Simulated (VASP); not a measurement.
**NaF: single point with PBE**

NaF:

```
Na F
1.0
     0.00000    2.29717    2.29717
     2.29717    0.00000    2.29717
     2.29717    2.29717    0.00000
Na F
1 1
Direct
  0.00000 0.00000 0.00000
  0.50000 0.50000 0.50000
```

- Program: VASP 6.6.1
- Task: single point
- Functional: PBE
- Potentials or basis: VASP PAW PBE potentials, release 64 (Na_pv, F)
- Cutoff: 520 eV
- k mesh: 10 × 10 × 10
- Occupations: fermi-dirac, width 0.02 eV
- Spin: no spin polarisation
- Dipole correction: no
- Further INCAR settings: ALGO = Normal; EDIFF = 1e-06; NBANDS = 14

```
Pressure               : 3.5 GPa
Band gap on the k mesh : 6.44 eV, direct
```

Levels at points of the mesh, in eV from the valence-band top:
```csv
k point,band 4,band 5,band 6,band 7,band 8,band 9,band 10,band 11
"(0.00, 0.00, 0.00)",-18.87,0.00,0.00,0.00,6.44,19.16,19.16,19.16
"(0.50, 0.00, 0.00)",-18.11,-1.64,-0.27,-0.27,10.94,12.69,20.39,20.39
"(0.50, 0.50, 0.00)",-18.93,-1.31,-0.42,-0.42,13.37,13.39,13.86,20.11
```

It took 7.8 s on 1 thread of Intel(R) Xeon(R) Platinum 8259CL CPU @ 2.50GHz (Skylake/Cascade Lake), with other jobs on the host, peak memory 0.14 GiB.

A k mesh can miss the band edges. Expect the measured gap to be larger: semilocal functionals such as PBE lack the derivative discontinuity.
